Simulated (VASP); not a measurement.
Write the native input for VASP 6.6.1 that does the following.

| Property | Result |
| --- | --- |
| Task | single point |
| Functional | PBEsol |
| Potentials or basis | VASP PAW PBE potentials, release 64 (Co, O) |
| Cutoff | 520 eV |
| k mesh | 18 × 18 × 18 |
| Occupations | gaussian, width 0.1 eV |
| Spin | no spin polarisation |
| Dipole correction | no |
| Further INCAR settings | ALGO = Normal; EDIFF = 1e-07; NBANDS = 14 |

The structure of CoO lies in POSCAR:

```
CoO
1.0
    1.4272256425      0.8240091089      2.3303045136
   -1.4272256425      0.8240091089      2.3303045136
    0.0000000000     -1.6480182178      2.3303045136
Co O
1 1
Direct
    0.0000000000      0.0000000000      0.0000000000
    0.5000000000      0.5000000000      0.5000000000
```

The input as run:

INCAR

```
SYSTEM = CoO
  ALGO = Normal
  EDIFF = 1E-7
  ENCUT = 520
  GGA = PS
  ISIF = 2
  ISMEAR = 0
  LASPH = .True.
  LCHARG = .False.
  LREAL = .False.
  LWAVE = .False.
  NBANDS = 14
  NELM = 60
  PREC = Accurate
  SIGMA = 0.1
```

KPOINTS

```
k-points
0
Gamma
  18 18 18
  0 0 0
```

Potentials or basis: VASP PAW PBE potentials, release 64 (Co, O).

Command:

```console
$ cat potpaw_PBE.64/Co/POTCAR potpaw_PBE.64/O/POTCAR > POTCAR
$ mpirun -np 1 vasp_std > vasp.out
```

Results of the run:

```
Pressure               : 0.1 GPa
Band gap on the k mesh : zero (an odd number of electrons rules out a gap without spin polarisation)
```

Caveat: the PAW data sets were made with another functional, which shifts forces and pressure a little; an odd number of electrons without spin polarisation forces a metal; a magnetic or distorted state may lie lower; the run has no spin polarisation, though such a crystal can be magnetic; semilocal functionals often make such compounds metallic where correlation or magnetic order opens a gap, which also shifts bond lengths.

Run time: 70 s on 1 thread of Intel(R) Xeon(R) 6975P-C (Granite Rapids), with other jobs on the host, peak memory 0.25 GiB.
